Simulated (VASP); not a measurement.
# PbS (Cmcm) in VASP: a series of runs, part 2 of 2

VASP 6.6.1.

## Step 3: Single point, r2SCAN

This run uses another cell than the first one, of 27.20 Å³/atom.

POSCAR

```
PbS
1.0
    2.0937276176     -6.0309754840      0.0000000000
    2.0937276176      6.0309754840      0.0000000000
    0.0000000000      0.0000000000      4.3076616397
Pb S
2 2
Direct
    0.1305633500      0.8694366500      0.2500000000
    0.8694366500      0.1305633500      0.7500000000
    0.3547970900      0.6452029100      0.2500000000
    0.6452029100      0.3547970900      0.7500000000
```

INCAR.step1

```
PREC = Accurate ; ENCUT = 520
ISMEAR = -1 ; SIGMA = 0.05
LREAL = False ; LASPH = True
NELM = 60 ; NBANDS = 28
GGA = PE ; ALGO = Normal
EDIFF = 1E-4 ; LWAVE = True
LCHARG = False
```

INCAR.step2

```
PREC = Accurate ; ENCUT = 520
EDIFF = 1E-7 ; ISMEAR = -1
SIGMA = 0.05 ; LREAL = False
LASPH = True ; NELM = 60
ALGO = Normal ; ISIF = 2
LWAVE = False ; LCHARG = False
METAGGA = R2SCAN ; LMIXTAU = True
NBANDS = 28 ; ISTART = 1
```

KPOINTS

```
regular mesh
0
Gamma
  7 7 6
```

Potentials or basis: VASP PAW PBE potentials, release 64 (Pb_d, S).

Launch:

```
> cat potpaw_PBE.64/Pb_d/POTCAR potpaw_PBE.64/S/POTCAR > POTCAR
> cp INCAR.step1 INCAR
> mpirun -np 1 vasp_std > vasp.out
> cp INCAR.step2 INCAR
> mpirun -np 1 vasp_std > vasp.out
```

OUTCAR:

```text
PREC = Accurate
   ENCUT = 520
   EDIFF = 1E-7
   ISMEAR = -1
   LREAL = False
   LASPH = True
   NELM = 60
   ISIF = 2
   METAGGA = R2SCAN
   ISTART = 1

 ion  position               nearest neighbor table
   1  0.131  0.869  0.250-   3 2.70   4 3.01   4 3.01   4 3.01   4 3.01   2 3.82   2 3.82
   2  0.869  0.131  0.750-   4 2.70   3 3.01   3 3.01   3 3.01   3 3.01   1 3.82   1 3.82
   3  0.355  0.645  0.250-   1 2.70   2 3.01   2 3.01   2 3.01   2 3.01
   4  0.645  0.355  0.750-   2 2.70   1 3.01   1 3.01   1 3.01   1 3.01

  LATTYP: Found a base centered orthorhombic cell.
 ALAT       =     4.1874552352
 B/A-ratio  =     2.8804966956
 C/A-ratio  =     1.0287063139

  Lattice vectors:

 A1 = (   2.0937276176,  -6.0309754840,   0.0000000000)
 A2 = (   2.0937276176,   6.0309754840,   0.0000000000)
 A3 = (   0.0000000000,   0.0000000000,   4.3076616397)

Analysis of symmetry for initial positions (statically):
=====================================================================
 Subroutine PRICEL returns:
 Original cell was already a primitive cell.

 Routine SETGRP: Setting up the symmetry group for a
 base centered orthorhombic supercell.

 Subroutine GETGRP returns: Found  8 space group operations
 (whereof  4 operations were pure point group operations)
 out of a pool of  8 trial point group operations.

The static configuration has the point symmetry C_2h.
 The point group associated with its full space group is D_2h.

Analysis of symmetry for dynamics (positions and initial velocities):
=====================================================================
 Subroutine PRICEL returns:
 Original cell was already a primitive cell.

 Routine SETGRP: Setting up the symmetry group for a
 base centered orthorhombic supercell.

 Subroutine GETGRP returns: Found  8 space group operations
 (whereof  4 operations were pure point group operations)
 out of a pool of  8 trial point group operations.

The dynamic configuration has the point symmetry C_2h.
 The point group associated with its full space group is D_2h.

 Subroutine INISYM returns: Found  8 space group operations
 (whereof  4 operations are pure point group operations),
 and found     1 'primitive' translations

----------------------------------------------------------------------------------------

                                     Primitive cell

  volume of cell :     108.7876

  direct lattice vectors                    reciprocal lattice vectors
     2.093727618 -6.030975484  0.000000000     0.238808523 -0.082905328  0.000000000
     2.093727618  6.030975484  0.000000000     0.238808523  0.082905328  0.000000000
     0.000000000  0.000000000  4.307661640     0.000000000  0.000000000  0.232144510

  length of vectors
     6.384070851  6.384070851  4.307661640     0.252790039  0.252790039  0.232144510

  position of ions in fractional coordinates (direct lattice)
     0.130563350  0.869436650  0.250000000
     0.869436650  0.130563350  0.750000000
     0.354797090  0.645202910  0.250000000
     0.645202910  0.354797090  0.750000000

  ion indices of the primitive-cell ions
   primitive index   ion index
                 1           1
[... 23 lines left out ...]
     0.000000000  0.000000000  0.000000000

 Subroutine IBZKPT returns following result:
 ===========================================

 Found     64 irreducible k-points:

 Following reciprocal coordinates:
            Coordinates               Weight
  0.000000  0.000000  0.000000      1.000000
  0.142857 -0.000000  0.000000      4.000000
  0.285714  0.000000  0.000000      4.000000
  0.428571 -0.000000  0.000000      4.000000
  0.142857  0.142857  0.000000      2.000000
  0.285714  0.142857  0.000000      4.000000
[... 16 lines left out ...]
  0.428571  0.142857  0.166667      8.000000
 -0.428571  0.142857  0.166667      8.000000
 [... further k-points ...]
   k-points           NKPTS =     64   k-points in BZ     NKDIM =     64   number of bands    NBANDS=     28
   number of dos      NEDOS =    301   number of ions     NIONS =      4
   total plane-waves  NPLWV =  73728
   dimension x,y,z NGX =    48 NGY =   48 NGZ =   32
   dimension x,y,z NGXF=    96 NGYF=   96 NGZF=   64
   ions per type =               2   2
   NGX,Y,Z   is equivalent  to a cutoff of  12.50, 12.50, 12.35 a.u.
   NGXF,Y,Z  is equivalent  to a cutoff of  25.00, 25.00, 24.70 a.u.
 SYSTEM =  unknown system
   PREC   = accura    normal or accurate (medium, high low for compatibility)
   ISTART =      1    job   : 0-new  1-cont  2-samecut
   ICHARG =      0    charge: 1-file 2-atom 10-const
   ISPIN  =      1    spin polarized calculation?
   LNONCOLLINEAR =      F non collinear calculations
   LSORBIT =      F    spin-orbit coupling
   LASPH  =      T    aspherical Exc in radial PAW
   ENCUT  =  520.0 eV  38.22 Ry    6.18 a.u.  11.87 11.87  8.01*2*pi/ulx,y,z
   NELM   =     60;   NELMIN=  2; NELMDL=  0     # of ELM steps
   EDIFF  = 0.1E-06   stopping-criterion for ELM
   LREAL  =      F    real-space projection
   EDIFFG = 0.1E-05   stopping-criterion for IOM
   NSW    =      0    number of steps for IOM
   IBRION =     -1    ionic relax: 0-MD 1-quasi-New 2-CG
   NFREE  =      0    steps in history (QN), initial steepest desc. (CG)
   ISIF   =      2    stress and relaxation
   ISYM   =      2    0-nonsym 1-usesym 2-fastsym
   POTIM  = 0.5000    time-step for ionic-motion
   TEBEG  =    0.0;   TEEND  =   0.0 temperature during run
   PSTRESS=    0.0 pullay stress
   NELECT =      40.0000    total number of electrons
   NUPDOWN=      -1.0000    fix difference up-down
   EMIN   =  10.00;   EMAX   =-10.00  energy-range for DOS
   EFERMI =   0.00;   METHOD = LEGACY
   ISMEAR =    -1;   SIGMA  =   0.05  broadening in eV -4-tet -1-fermi 0-gaus
   EFERMI_NEDOS =   21; number of points for ismear=-14 and -15
   IALGO  =     38    algorithm
   IMIX   =      4    mixing-type and parameters
     AMIX     =   0.40;   BMIX     =  1.00
     AMIX_MAG =   1.60;   BMIX_MAG =  1.00
  volume/ion in A,a.u.               =      27.20       183.53
  Fermi-wavevector in a.u.,A,eV,Ry     =   1.172830  2.216327 18.715224  1.375530
  Thomas-Fermi vector in A             =   2.309252
   LORBIT       =      0    0 simple, 1 ext, 2 COOP (PROOUT), +10 PAW based schemes
   METAGGA = R2SCAN    functional components
   LHFCALC =     F    Hartree Fock is set to
   AEXX    =    0.0000 exact exchange contribution
   IVDW    =     0    specifies the selected vdW correction
   LEPSILON=     F    determine dielectric tensor
   LRPA    =     F    only Hartree local field effects (RPA)
 non-spin polarized calculation
  energy-cutoff  :      520.00
  volume of cell :      108.79
 maximum number of plane-waves:      2962
   NGX = 23   NGY = 23   NGZ = 17

 number of electron      40.0000008 magnetization

 Free energy of the ion-electron system (eV)
  ---------------------------------------------------
  ext. energy  EPLUGINS =         0.00000000
  ---------------------------------------------------
  free energy    TOTEN  =      -131.12722318 eV

  energy without entropy =     -131.12722318  energy(sigma->0) =     -131.12722318

 E-fermi :   5.2534     XC(G=0): -10.0261

 val. band max:        4.4329327867   @ k =  -0.4286   0.4286   0.3333
 cond. band min:       5.9982219677   @ k =   0.4286   0.4286   0.0000
 fundamental gap:      1.5652891810
 Fermi energy:         5.2534335306

 k-point     1 :       0.0000    0.0000    0.0000
  band No.  band energies     occupation
      1     -12.4374      2.00000
      2     -12.3441      2.00000
      3     -12.3381      2.00000
      4     -12.3276      2.00000
      5     -12.2979      2.00000
      6     -12.2976      2.00000
[... 733 lines left out ...]
     27      12.4665      0.00000
     28      13.2787      0.00000

 [... further k-points ...]

------------------------ aborting loop because EDIFF is reached ----------------------------------------

  FORCE on cell =-STRESS in cart. coord.  units (eV):
  Direction    XX          YY          ZZ          XY          YZ          ZX
  --------------------------------------------------------------------------------------
  -------------------------------------------------------------------------------------
  Total       -0.7258122     -0.7947288     -0.7627986      0.0000000      0.0000000      0.0000000
  in kB      -10.6894538    -11.7044291    -11.2341740      0.0000000      0.0000000      0.0000000
  external PRESSURE =     -11.2093523 kB  Pullay stress =       0.0000000 kB

 VOLUME and BASIS-vectors are now :
 -----------------------------------------------------------------------------
  energy-cutoff  :      520.00
  volume of cell :      108.79
      direct lattice vectors                 reciprocal lattice vectors
     2.093727618 -6.030975484  0.000000000     0.238808523 -0.082905328  0.000000000
     2.093727618  6.030975484  0.000000000     0.238808523  0.082905328  0.000000000
     0.000000000  0.000000000  4.307661640     0.000000000  0.000000000  0.232144510

 POSITION                                       TOTAL-FORCE (eV/Angst)
 -----------------------------------------------------------------------------------
      2.09373      4.45613      1.07692         0.000000     -0.127612     -0.000000
      2.09373     -4.45613      3.23075         0.000000      0.127612      0.000000
      2.09373      1.75143      1.07692         0.000000      0.099813     -0.000000
      2.09373     -1.75143      3.23075         0.000000     -0.099813     -0.000000
 -----------------------------------------------------------------------------------
    total drift:                               -0.000000     -0.000000      0.000000

  FREE ENERGIE OF THE ION-ELECTRON SYSTEM (eV)
  ---------------------------------------------------
  free  energy   TOTEN  =      -131.1272231843 eV

  energy  without entropy=     -131.1272231752  energy(sigma->0) =     -131.12722318
```

It took 5.7 min on 1 thread of Intel Xeon 6975P-C (Granite Rapids), shared host; peak memory 0.38 GiB.

What came out:

```
Free energy            : -131.1272 eV
Pressure               : -1.1 GPa
Largest force          : 0.128 eV/Å
Band gap on the k mesh : 1.57 eV (least direct gap 1.78 eV)
```

Forces on the atoms (eV/Å):
```
Pb   0.000 -0.128  0.000
Pb   0.000  0.128  0.000
S    0.000  0.100  0.000
S    0.000 -0.100  0.000
```

Stress tensor (GPa, compression positive):
```
-1.07  0.00  0.00
 0.00 -1.17  0.00
 0.00  0.00 -1.12
```

Caveat: the PAW data sets were made with another functional, which shifts forces and pressure a little; spin-orbit coupling is left out, which moves the levels of the heavy elements; an odd mesh through Γ misses points on the zone boundary, where band edges can lie.

## Step 4: Single point, r2SCAN

This run uses another cell than the first one, of 27.73 Å³/atom.

POSCAR

```
PbS
1.0
    2.1073236324     -6.0701387599      0.0000000000
    2.1073236324      6.0701387599      0.0000000000
    0.0000000000      0.0000000000      4.3356342523
Pb S
2 2
Direct
    0.1305633500      0.8694366500      0.2500000000
    0.8694366500      0.1305633500      0.7500000000
    0.3547970900      0.6452029100      0.2500000000
    0.6452029100      0.3547970900      0.7500000000
```

INCAR.step1

```
SYSTEM = PbS
PREC     = Accurate       ! precision mode
ENCUT    = 520            ! plane-wave cutoff, eV
ISMEAR   = -1             ! smearing method
SIGMA    = 0.05           ! smearing width, eV
LREAL    = .False.        ! projectors in reciprocal space
LASPH    = .True.         ! aspherical terms in the spheres
NELM     = 60             ! most SCF steps
NBANDS   = 28             ! bands
GGA      = PE             ! functional
ALGO     = Normal         ! electronic algorithm
EDIFF    = 1E-4           ! SCF threshold, eV
LWAVE    = .True.         ! write WAVECAR
LCHARG   = .False.        ! write CHGCAR
```

INCAR.step2

```
SYSTEM = PbS
PREC     = Accurate       ! precision mode
ENCUT    = 520            ! plane-wave cutoff, eV
EDIFF    = 1E-6           ! SCF threshold, eV
ISMEAR   = -1             ! smearing method
SIGMA    = 0.05           ! smearing width, eV
LREAL    = .False.        ! projectors in reciprocal space
LASPH    = .True.         ! aspherical terms in the spheres
NELM     = 60             ! most SCF steps
ALGO     = Normal         ! electronic algorithm
ISIF     = 2              ! what is computed and relaxed
LWAVE    = .False.        ! write WAVECAR
LCHARG   = .True.         ! write CHGCAR
METAGGA  = R2SCAN         ! meta-GGA
LMIXTAU  = .True.       
LELF     = .True.         ! ELF
LVHAR    = .True.       
NBANDS   = 28             ! bands
ISTART   = 1
```

KPOINTS

```
Automatic mesh
0
Gamma
  7 7 6
  0 0 0
```

Potentials or basis: VASP PAW PBE potentials, release 64 (Pb_d, S).

Launch:

```
> cat potpaw_PBE.64/Pb_d/POTCAR potpaw_PBE.64/S/POTCAR > POTCAR
> cp INCAR.step1 INCAR
> mpirun -np 1 vasp_std > vasp.out
> cp INCAR.step2 INCAR
> mpirun -np 1 vasp_std > vasp.out
```

OUTCAR:

```text
SYSTEM = PbS
   PREC = Accurate
   ENCUT = 520
   EDIFF = 1E-6
   ISMEAR = -1
   LREAL = .False.
   LASPH = .True.
   NELM = 60
   ISIF = 2
   METAGGA = R2SCAN
   ISTART = 1

 ion  position               nearest neighbor table
   1  0.131  0.869  0.250-   3 2.72   4 3.03   4 3.03   4 3.03   4 3.03   2 3.84   2 3.84
   2  0.869  0.131  0.750-   4 2.72   3 3.03   3 3.03   3 3.03   3 3.03   1 3.84   1 3.84
   3  0.355  0.645  0.250-   1 2.72   2 3.03   2 3.03   2 3.03   2 3.03
   4  0.645  0.355  0.750-   2 2.72   1 3.03   1 3.03   1 3.03   1 3.03
[... 947 lines left out ...]
  Direction    XX          YY          ZZ          XY          YZ          ZX
  --------------------------------------------------------------------------------------
  -------------------------------------------------------------------------------------
  Total       -1.4160399     -1.4555315     -1.4419960      0.0000000      0.0000000      0.0000000
  in kB      -20.4537796    -21.0242102    -20.8286996      0.0000000      0.0000000      0.0000000
  external PRESSURE =     -20.7688965 kB  Pullay stress =       0.0000000 kB

 VOLUME and BASIS-vectors are now :
 -----------------------------------------------------------------------------
  energy-cutoff  :      520.00
  volume of cell :      110.92
      direct lattice vectors                 reciprocal lattice vectors
     2.107323632 -6.070138760  0.000000000     0.237267780 -0.082370440  0.000000000
     2.107323632  6.070138760  0.000000000     0.237267780  0.082370440  0.000000000
     0.000000000  0.000000000  4.335634252     0.000000000  0.000000000  0.230646762

 POSITION                                       TOTAL-FORCE (eV/Angst)
 -----------------------------------------------------------------------------------
      2.10732      4.48506      1.08391         0.000000     -0.241137      0.000000
      2.10732     -4.48506      3.25173         0.000000      0.241137      0.000000
      2.10732      1.76280      1.08391         0.000000      0.166746     -0.000000
      2.10732     -1.76280      3.25173         0.000000     -0.166746     -0.000000
 -----------------------------------------------------------------------------------
    total drift:                               -0.000000     -0.000000      0.000000

  FREE ENERGIE OF THE ION-ELECTRON SYSTEM (eV)
  ---------------------------------------------------
  free  energy   TOTEN  =      -131.1066660710 eV

  energy  without entropy=     -131.1066660637  energy(sigma->0) =     -131.10666607
```

OSZICAR.step1:

```text
N       E                     dE             d eps       ncg     rms          rms(c)
DAV:   1     0.419278266930E+03    0.41928E+03   -0.18934E+04  3584   0.152E+03
DAV:   2     0.300075358512E+02   -0.38927E+03   -0.37723E+03  3604   0.400E+02
DAV:   3    -0.161674201355E+02   -0.46175E+02   -0.45112E+02  4644   0.154E+02
DAV:   4    -0.183832949278E+02   -0.22159E+01   -0.22055E+01  4240   0.354E+01
DAV:   5    -0.184755732186E+02   -0.92278E-01   -0.92263E-01  4720   0.753E+00    0.620E+00
DAV:   6    -0.173610936633E+02    0.11145E+01   -0.28176E+00  4964   0.106E+01    0.399E+00
DAV:   7    -0.173746289687E+02   -0.13535E-01   -0.47142E-01  3996   0.285E+00    0.272E+00
DAV:   8    -0.173853504718E+02   -0.10722E-01   -0.89628E-02  5056   0.235E+00    0.123E+00
DAV:   9    -0.173770773930E+02    0.82731E-02   -0.26832E-02  5024   0.124E+00    0.201E-01
DAV:  10    -0.173774898971E+02   -0.41250E-03   -0.20889E-03  3936   0.205E-01    0.540E-02
DAV:  11    -0.173775520691E+02   -0.62172E-04   -0.98673E-05  2872   0.754E-02
   1 F= -.17377552E+02 E0= -.17377552E+02  d E =-.107905E-06
```

Wall time 5 min (1 thread of Intel Xeon 6975P-C (Granite Rapids), shared host); peak memory 0.38 GiB.

Results:

```
Free energy            : -131.1067 eV
Pressure               : -2.1 GPa
Largest force          : 0.241 eV/Å
Band gap on the k mesh : 1.60 eV (least direct gap 1.77 eV)
```

Forces on the atoms (eV/Å):
```
Pb   0.000 -0.241  0.000
Pb   0.000  0.241  0.000
S    0.000  0.167  0.000
S    0.000 -0.167  0.000
```

Levels at points of the mesh, in eV from the valence-band top:
| k point | band 16 | band 17 | band 18 | band 19 | band 20 | band 21 | band 22 | band 23 | band 24 | band 25 |
| --- | --- | --- | --- | --- | --- | --- | --- | --- | --- | --- |
| (0.00, 0.00, 0.00) | -2.73 | -2.20 | -1.48 | -1.32 | -0.38 | 5.05 | 5.25 | 5.28 | 5.94 | 6.13 |
| (0.00, 0.00, 0.50) | -2.52 | -0.98 | -0.98 | -0.03 | -0.03 | 2.27 | 2.27 | 3.21 | 3.21 | 5.36 |

Caveat: the PAW data sets were made with another functional, which shifts forces and pressure a little; spin-orbit coupling is left out, which moves the levels of the heavy elements; an odd mesh through Γ misses points on the zone boundary, where band edges can lie.

## Step 5: Summary

| cell | gap on the mesh (eV) | pressure (GPa) | largest force (eV/Å) |
| --- | --- | --- | --- |
| a = 6.342, b = 6.342, c = 4.279 Å, angles 90.0, 90.0, 141.7°, 4 atoms | 1.53 | -0.1 | 0.03 |
| a = 6.384, b = 6.384, c = 4.308 Å, angles 90.0, 90.0, 141.7°, 4 atoms | 1.57 | -1.1 | 0.13 |
| a = 6.426, b = 6.426, c = 4.336 Å, angles 90.0, 90.0, 141.7°, 4 atoms | 1.60 | -2.1 | 0.24 |

Alike in all rows: task single point; level r2SCAN; potentials or basis VASP PAW PBE potentials, release 64 (Pb_d, S); no spin polarisation; k mesh 7 × 7 × 6; cutoff (eV) 520; smearing fermi-dirac 0.05 eV.

Caveats: the PAW data sets were made with another functional, which shifts forces and pressure a little; spin-orbit coupling is left out, which moves the levels of the heavy elements; an odd mesh through Γ misses points on the zone boundary, where band edges can lie.

Total energies depend on the potentials used, so only differences within one code and one set of settings carry meaning.
